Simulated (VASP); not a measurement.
# Mg (Fm-3m) in VASP: notebook

Runs on Mg. Level: LDA. Tasks: single point, relaxation of cell and atoms.

All numbers are computed with VASP 6.6.1; they aren't measurements. Logs are shortened: lines on timing, memory, paths and dates and some standing lists are left out, and cuts for length are marked.

### 1 The cell of the first run

It takes space group Fm-3m (No. 225, cubic). Conventional cell: a = 3.745 Å, b = 3.745 Å, c = 3.745 Å, α = 90.00°, β = 90.00°, γ = 90.00°. Mg (site symmetry m-3m) has 12 Mg at 2.65 Å within 3.5 Å.

### 2 Single point, LDA (volume scaled by 0.603, to set the pressure)

INCAR reads:

```
SYSTEM = Mg
PREC = Accurate ; ENCUT = 600
EDIFF = 1E-6 ; ISMEAR = -1
SIGMA = 0.08 ; LREAL = .False.
LASPH = .True. ; NELM = 120
ALGO = Normal ; ISIF = 2
LWAVE = .False. ; LCHARG = .False.
GGA = CA ; NBANDS = 7
GGA_COMPAT = .False.
```

KPOINTS reads:

```
regular mesh
0
Gamma
  18 18 18
  0 0 0
```

POSCAR reads:

```
Mg
1.0
    0.0000000000      1.8725041742      1.8725041742
    1.8725041742      0.0000000000      1.8725041742
    1.8725041742      1.8725041742      0.0000000000
Mg
1
Direct
    0.0000000000      0.0000000000      0.0000000000
```

Potentials or basis: VASP PAW LDA potentials, release 64 (Mg).

The run is started by

```sh
$ cat potpaw_LDA.64/Mg/POTCAR > POTCAR
$ mpirun -np 1 vasp_std > vasp.out
```

OUTCAR:

```text
SYSTEM = Mg
   PREC = Accurate
   ENCUT = 600
   EDIFF = 1E-6
   ISMEAR = -1
   LREAL = .False.
   LASPH = .True.
   NELM = 120
   ISIF = 2
   GGA = CA

 ion  position               nearest neighbor table
   1  0.000  0.000  0.000-

  LATTYP: Found a face centered cubic cell.
 ALAT       =     3.7450083484

  Lattice vectors:

 A1 = (   0.0000000000,   1.8725041742,   1.8725041742)
 A2 = (   1.8725041742,   0.0000000000,   1.8725041742)
 A3 = (   1.8725041742,   1.8725041742,   0.0000000000)

Analysis of symmetry for initial positions (statically):
=====================================================================
 Subroutine PRICEL returns:
 Original cell was already a primitive cell.

 Routine SETGRP: Setting up the symmetry group for a
 face centered cubic supercell.

 Subroutine GETGRP returns: Found 48 space group operations
 (whereof 48 operations were pure point group operations)
 out of a pool of 48 trial point group operations.

The static configuration has the point symmetry O_h .

Analysis of symmetry for dynamics (positions and initial velocities):
=====================================================================
 Subroutine PRICEL returns:
 Original cell was already a primitive cell.

 Routine SETGRP: Setting up the symmetry group for a
 face centered cubic supercell.

 Subroutine GETGRP returns: Found 48 space group operations
 (whereof 48 operations were pure point group operations)
 out of a pool of 48 trial point group operations.

The dynamic configuration has the point symmetry O_h .

 Subroutine INISYM returns: Found 48 space group operations
 (whereof 48 operations are pure point group operations),
 and found     1 'primitive' translations

----------------------------------------------------------------------------------------

                                     Primitive cell

  volume of cell :      13.1310

  direct lattice vectors                    reciprocal lattice vectors
     0.000000000  1.872504174  1.872504174    -0.267022102  0.267022102  0.267022102
     1.872504174  0.000000000  1.872504174     0.267022102 -0.267022102  0.267022102
     1.872504174  1.872504174  0.000000000     0.267022102  0.267022102 -0.267022102

  length of vectors
     2.648120799  2.648120799  2.648120799     0.462495847  0.462495847  0.462495847

  position of ions in fractional coordinates (direct lattice)
     0.000000000  0.000000000  0.000000000

  ion indices of the primitive-cell ions
   primitive index   ion index
                 1           1

----------------------------------------------------------------------------------------

 KPOINTS: regular mesh

Automatic generation of k-mesh.
 Grid dimensions read from file:
 generate k-points for:   18   18   18

 Generating k-lattice:

  Cartesian coordinates                     Fractional coordinates (reciprocal lattice)
    -0.014834561  0.014834561  0.014834561     0.055555556  0.000000000  0.000000000
     0.014834561 -0.014834561  0.014834561     0.000000000  0.055555556  0.000000000
     0.014834561  0.014834561 -0.014834561     0.000000000  0.000000000  0.055555556

  Length of vectors
     0.025694214  0.025694214  0.025694214

  Shift w.r.t. Gamma in fractional coordinates (k-lattice)
     0.000000000  0.000000000  0.000000000

 Subroutine IBZKPT returns following result:
 ===========================================

 Found    195 irreducible k-points:

 Following reciprocal coordinates:
            Coordinates               Weight
  0.000000  0.000000  0.000000      1.000000
  0.055556  0.000000  0.000000      8.000000
  0.111111  0.000000  0.000000      8.000000
  0.166667  0.000000  0.000000      8.000000
  0.222222  0.000000  0.000000      8.000000
  0.277778  0.000000  0.000000      8.000000
[... 16 lines left out ...]
 -0.277778  0.055556  0.000000     24.000000
 -0.222222  0.055556  0.000000     24.000000
 [... further k-points ...]
   k-points           NKPTS =    195   k-points in BZ     NKDIM =    195   number of bands    NBANDS=      7
   number of dos      NEDOS =    301   number of ions     NIONS =      1
   total plane-waves  NPLWV =  13824
   dimension x,y,z NGX =    24 NGY =   24 NGZ =   24
   dimension x,y,z NGXF=    48 NGYF=   48 NGZF=   48
   ions per type =               1
   NGX,Y,Z   is equivalent  to a cutoff of  15.07, 15.07, 15.07 a.u.
   NGXF,Y,Z  is equivalent  to a cutoff of  30.13, 30.13, 30.13 a.u.
 SYSTEM =  Mg
   PREC   = accura    normal or accurate (medium, high low for compatibility)
   ISTART =      0    job   : 0-new  1-cont  2-samecut
   ICHARG =      2    charge: 1-file 2-atom 10-const
   ISPIN  =      1    spin polarized calculation?
   LNONCOLLINEAR =      F non collinear calculations
   LSORBIT =      F    spin-orbit coupling
   LASPH  =      T    aspherical Exc in radial PAW
   ENCUT  =  600.0 eV  44.10 Ry    6.64 a.u.   5.29  5.29  5.29*2*pi/ulx,y,z
   NELM   =    120;   NELMIN=  2; NELMDL= -5     # of ELM steps
   EDIFF  = 0.1E-05   stopping-criterion for ELM
   LREAL  =      F    real-space projection
   EDIFFG = 0.1E-04   stopping-criterion for IOM
   NSW    =      0    number of steps for IOM
   IBRION =     -1    ionic relax: 0-MD 1-quasi-New 2-CG
   NFREE  =      0    steps in history (QN), initial steepest desc. (CG)
   ISIF   =      2    stress and relaxation
   ISYM   =      2    0-nonsym 1-usesym 2-fastsym
   POTIM  = 0.5000    time-step for ionic-motion
   TEBEG  =    0.0;   TEEND  =   0.0 temperature during run
   PSTRESS=    0.0 pullay stress
   NELECT =       2.0000    total number of electrons
   NUPDOWN=      -1.0000    fix difference up-down
   EMIN   =  10.00;   EMAX   =-10.00  energy-range for DOS
   EFERMI =   0.00;   METHOD = LEGACY
   ISMEAR =    -1;   SIGMA  =   0.08  broadening in eV -4-tet -1-fermi 0-gaus
   EFERMI_NEDOS =   21; number of points for ismear=-14 and -15
   IALGO  =     38    algorithm
   IMIX   =      4    mixing-type and parameters
     AMIX     =   0.40;   BMIX     =  1.00
     AMIX_MAG =   1.60;   BMIX_MAG =  1.00
  volume/ion in A,a.u.               =      13.13        88.61
  Fermi-wavevector in a.u.,A,eV,Ry     =   0.874283  1.652155 10.399896  0.764371
  Thomas-Fermi vector in A             =   1.993792
   LORBIT       =      0    0 simple, 1 ext, 2 COOP (PROOUT), +10 PAW based schemes
   GGA     = CA    functional components
   LHFCALC =     F    Hartree Fock is set to
   AEXX    =    0.0000 exact exchange contribution
   IVDW    =     0    specifies the selected vdW correction
   LEPSILON=     F    determine dielectric tensor
   LRPA    =     F    only Hartree local field effects (RPA)
 non-spin polarized calculation
  energy-cutoff  :      600.00
  volume of cell :       13.13
 maximum number of plane-waves:       452
 NGX is ok and might be reduce to    24
   NGX = 11   NGY = 11   NGZ = 11

 number of electron       2.0000000 magnetization

 Free energy of the ion-electron system (eV)
  ---------------------------------------------------
  ext. energy  EPLUGINS =         0.00000000
  ---------------------------------------------------
  free energy    TOTEN  =        -0.87272224 eV

  energy without entropy =       -0.86558498  energy(sigma->0) =       -0.86915361

 E-fermi :   6.1626     XC(G=0): -10.6813

 val. band max:        6.1345783091   @ k =  -0.4444   0.4444   0.0000
 cond. band min:       6.1646212681   @ k =  -0.3889   0.3333   0.0000
 fundamental gap:      0.0300429590
 Fermi energy:         6.1625944113

 k-point     1 :       0.0000    0.0000    0.0000
  band No.  band energies     occupation
      1      -3.4919      2.00000
      2      22.2965      0.00000
      3      22.2965      0.00000
      4      22.2965      0.00000
      5      25.7297      0.00000
      6      27.8778      0.00000
      7      27.8778      0.00000

 k-point     2 :       0.0556    0.0000    0.0000
  band No.  band energies     occupation
      1      -3.3917      2.00000
      2      20.9709      0.00000
      3      22.2295      0.00000
      4      22.2295      0.00000
      5      26.3932      0.00000
      6      27.9485      0.00000
      7      27.9485      0.00000

 k-point     3 :       0.1111    0.0000    0.0000
  band No.  band energies     occupation
      1      -3.0923      2.00000
      2      18.6900      0.00000
      3      22.0499      0.00000
      4      22.0499      0.00000
      5      26.2458      0.00000
      6      27.9707      0.00000
      7      27.9707      0.00000

 k-point     4 :       0.1667    0.0000    0.0000
  band No.  band energies     occupation
      1      -2.5971      2.00000
      2      16.3165      0.00000
      3      21.8028      0.00000
      4      21.8028      0.00000
      5      25.6715      0.00000
      6      27.5722      0.00000
      7      27.5722      0.00000

 k-point     5 :       0.2222    0.0000    0.0000
  band No.  band energies     occupation
      1      -1.9116      2.00000
      2      14.0015      0.00000
      3      21.5313      0.00000
      4      21.5313      0.00000
      5      25.1165      0.00000
      6      26.8994      0.00000
      7      26.8994      0.00000

 k-point     6 :       0.2778    0.0000    0.0000
  band No.  band energies     occupation
      1      -1.0431      2.00000
      2      11.7913      0.00000
      3      21.2670      0.00000
      4      21.2670      0.00000
      5      24.6807      0.00000
      6      26.2357      0.00000
      7      26.2357      0.00000

 k-point     7 :       0.3333    0.0000    0.0000
  band No.  band energies     occupation
      1      -0.0014      2.00000
      2       9.7069      0.00000
      3      21.0334      0.00000
      4      21.0334      0.00000
      5      24.3845      0.00000
      6      25.6907      0.00000
      7      25.6907      0.00000
[... 121 lines left out ...]
 k-point    20 :      -0.4444    0.0556    0.0000
  band No.  band energies     occupation
      1       3.0367      2.00000
      2       5.5554      1.99899
      3      19.3478      0.00000
      4      20.6349      0.00000
      5      24.4734      0.00000
      6      25.2049      0.00000
      7      25.5748      0.00000

 k-point    21 :      -0.3889    0.0556    0.0000
  band No.  band energies     occupation
      1       1.7098      2.00000
      2       7.2257      0.00000
      3      19.2736      0.00000
      4      21.0002      0.00000
      5      24.7587      0.00000
      6      25.0618      0.00000
      7      25.7222      0.00000

 k-point    22 :      -0.3333    0.0556    0.0000
  band No.  band energies     occupation
      1       0.4646      2.00000
      2       9.1100      0.00000
      3      19.3104      0.00000
      4      21.4517      0.00000
      5      25.0436      0.00000
      6      25.0463      0.00000
      7      26.0938      0.00000

 k-point    23 :      -0.2778    0.0556    0.0000
  band No.  band energies     occupation
      1      -0.6301      2.00000
      2      11.1400      0.00000
      3      19.4598      0.00000
      4      21.9404      0.00000
      5      25.1794      0.00000
      6      25.3423      0.00000
      7      26.6841      0.00000

 k-point    24 :      -0.2222    0.0556    0.0000
  band No.  band energies     occupation
      1      -1.5560      2.00000
      2      13.2936      0.00000
      3      19.7207      0.00000
      4      22.3797      0.00000
      5      25.4964      0.00000
      6      25.7205      0.00000
      7      27.3944      0.00000

 [... further k-points ...]

------------------------ aborting loop because EDIFF is reached ----------------------------------------

  FORCE on cell =-STRESS in cart. coord.  units (eV):
  Direction    XX          YY          ZZ          XY          YZ          ZX
  --------------------------------------------------------------------------------------
  -------------------------------------------------------------------------------------
  Total        4.3389767      4.3389767      4.3389767      0.0000000      0.0000000     -0.0000000
  in kB      529.4189974    529.4189974    529.4189974      0.0000000      0.0000000     -0.0000000
  external PRESSURE =     529.4189974 kB  Pullay stress =       0.0000000 kB

 VOLUME and BASIS-vectors are now :
 -----------------------------------------------------------------------------
  energy-cutoff  :      600.00
  volume of cell :       13.13
      direct lattice vectors                 reciprocal lattice vectors
     0.000000000  1.872504174  1.872504174    -0.267022102  0.267022102  0.267022102
     1.872504174  0.000000000  1.872504174     0.267022102 -0.267022102  0.267022102
     1.872504174  1.872504174  0.000000000     0.267022102  0.267022102 -0.267022102

 POSITION                                       TOTAL-FORCE (eV/Angst)
 -----------------------------------------------------------------------------------
      0.00000      0.00000      0.00000         0.000000      0.000000      0.000000
 -----------------------------------------------------------------------------------
    total drift:                               -0.000000      0.000000      0.000000

  FREE ENERGIE OF THE ION-ELECTRON SYSTEM (eV)
  ---------------------------------------------------
  free  energy   TOTEN  =        -0.8727222427 eV

  energy  without entropy=       -0.8655849763  energy(sigma->0) =       -0.86915361
```

Wall time 12 s (1 thread of AMD EPYC 9R45 (Zen 5), shared host); peak memory 0.11 GiB.

What came out:

```
Free energy            : -0.8727 eV
Pressure               : 52.9 GPa
Band gap on the k mesh : zero (band 1 reaches 7.58 eV, above the bottom of band 2 at 4.84 eV)
```

Levels at points of the mesh, in eV from the Fermi level:
```
           k point  band 1  band 2  band 3  band 4  band 5  band 6
(0.00, 0.00, 0.00)   -9.65   16.13   16.13   16.13   19.57   21.72
(0.50, 0.00, 0.00)   -2.63   -1.32   14.53   14.53   17.96   18.82
(0.50, 0.50, 0.00)   -0.23    0.84    7.04   10.53   10.53   16.73
```

Caveat: the cell differs from its parent crystal (volume scaled by 0.603, to set the pressure).

### 3 Single point, LDA

This run uses another cell than the first one, of 13.10 Å³/atom, 0.998 times its volume.

INCAR reads:

```
  PREC = Accurate
  ENCUT = 600
  EDIFF = 1E-6
  ISMEAR = -1
  SIGMA = 0.08
  LREAL = F
  LASPH = T
  NELM = 120
  ALGO = Normal
  ISIF = 2
  LWAVE = F
  LCHARG = F
  GGA = CA
  NBANDS = 7
  GGA_COMPAT = F
```

KPOINTS reads:

```
regular mesh
0
Gamma
  18 18 18
```

POSCAR reads:

```
Mg
1.0
    0.0000000000      1.8710258030      1.8710258030
    1.8710258030      0.0000000000      1.8710258030
    1.8710258030      1.8710258030      0.0000000000
Mg
1
Direct
    0.0000000000      0.0000000000      0.0000000000
```

Potentials or basis: VASP PAW LDA potentials, release 64 (Mg).

The run is started by

```sh
$ cat potpaw_LDA.64/Mg/POTCAR > POTCAR
$ mpirun -np 1 vasp_std > vasp.out
```

OUTCAR:

```text
PREC = Accurate
   ENCUT = 600
   EDIFF = 1E-6
   ISMEAR = -1
   LREAL = F
   LASPH = T
   NELM = 120
   ISIF = 2
   GGA = CA

 ion  position               nearest neighbor table
   1  0.000  0.000  0.000-

  LATTYP: Found a face centered cubic cell.
 ALAT       =     3.7420516060

  Lattice vectors:

 A1 = (   0.0000000000,   1.8710258030,   1.8710258030)
 A2 = (   1.8710258030,   0.0000000000,   1.8710258030)
 A3 = (   1.8710258030,   1.8710258030,   0.0000000000)

Analysis of symmetry for initial positions (statically):
=====================================================================
 Subroutine PRICEL returns:
 Original cell was already a primitive cell.

 Routine SETGRP: Setting up the symmetry group for a
 face centered cubic supercell.

 Subroutine GETGRP returns: Found 48 space group operations
 (whereof 48 operations were pure point group operations)
 out of a pool of 48 trial point group operations.

The static configuration has the point symmetry O_h .

Analysis of symmetry for dynamics (positions and initial velocities):
=====================================================================
[... 159 lines left out ...]
 cond. band min:       6.1829748025   @ k =  -0.3889   0.3333   0.0000
 fundamental gap:      0.0272589784
 Fermi energy:         6.1826016372

 k-point     1 :       0.0000    0.0000    0.0000
  band No.  band energies     occupation
      1      -3.4850      2.00000
      2      22.3344      0.00000
      3      22.3344      0.00000
      4      22.3344      0.00000
      5      25.7725      0.00000
      6      27.9350      0.00000
      7      27.9350      0.00000
[... 221 lines left out ...]
 k-point    24 :      -0.2222    0.0556    0.0000
  band No.  band energies     occupation
      1      -1.5460      2.00000
      2      13.3221      0.00000
      3      19.7581      0.00000
      4      22.4185      0.00000
      5      25.5430      0.00000
      6      25.7664      0.00000
      7      27.4456      0.00000

 [... further k-points ...]

------------------------ aborting loop because EDIFF is reached ----------------------------------------

  FORCE on cell =-STRESS in cart. coord.  units (eV):
  Direction    XX          YY          ZZ          XY          YZ          ZX
  --------------------------------------------------------------------------------------
  -------------------------------------------------------------------------------------
  Total        4.3693033      4.3693033      4.3693033      0.0000000      0.0000000     -0.0000000
  in kB      534.3840013    534.3840013    534.3840013      0.0000000      0.0000000     -0.0000000
  external PRESSURE =     534.3840013 kB  Pullay stress =       0.0000000 kB

 VOLUME and BASIS-vectors are now :
 -----------------------------------------------------------------------------
  energy-cutoff  :      600.00
  volume of cell :       13.10
      direct lattice vectors                 reciprocal lattice vectors
     0.000000000  1.871025803  1.871025803    -0.267233086  0.267233086  0.267233086
     1.871025803  0.000000000  1.871025803     0.267233086 -0.267233086  0.267233086
     1.871025803  1.871025803  0.000000000     0.267233086  0.267233086 -0.267233086

 POSITION                                       TOTAL-FORCE (eV/Angst)
 -----------------------------------------------------------------------------------
      0.00000      0.00000      0.00000        -0.000000     -0.000000     -0.000000
 -----------------------------------------------------------------------------------
    total drift:                                0.000000      0.000000     -0.000000

  FREE ENERGIE OF THE ION-ELECTRON SYSTEM (eV)
  ---------------------------------------------------
  free  energy   TOTEN  =        -0.8624043794 eV

  energy  without entropy=       -0.8552737126  energy(sigma->0) =       -0.85883905
```

stdout:

```text
POSCAR found type information on POSCAR Mg
 POSCAR found :  1 types and       1 ions
 scaLAPACK will be used
 LDA part: xc-table for (Slater(with rela. corr.)+CA(PZ))
 , standard interpolation
 POSCAR, INCAR and KPOINTS ok, starting setup
 FFT: planning ... GRIDC
 FFT: planning ... GRID_SOFT
 FFT: planning ... GRID
 WAVECAR not read
 entering main loop
```

Run time: 12 s. Hardware: 1 thread of AMD EPYC 9R45 (Zen 5), shared host; peak memory 0.11 GiB.

What came out:

| Item | Value |
| --- | --- |
| Free energy | -0.8624 eV |
| Pressure | 53.4 GPa |
| Band gap on the k mesh | zero (band 1 reaches 7.61 eV, above the bottom of band 2 at 4.86 eV) |

(Part 1 of 2 ends here.)
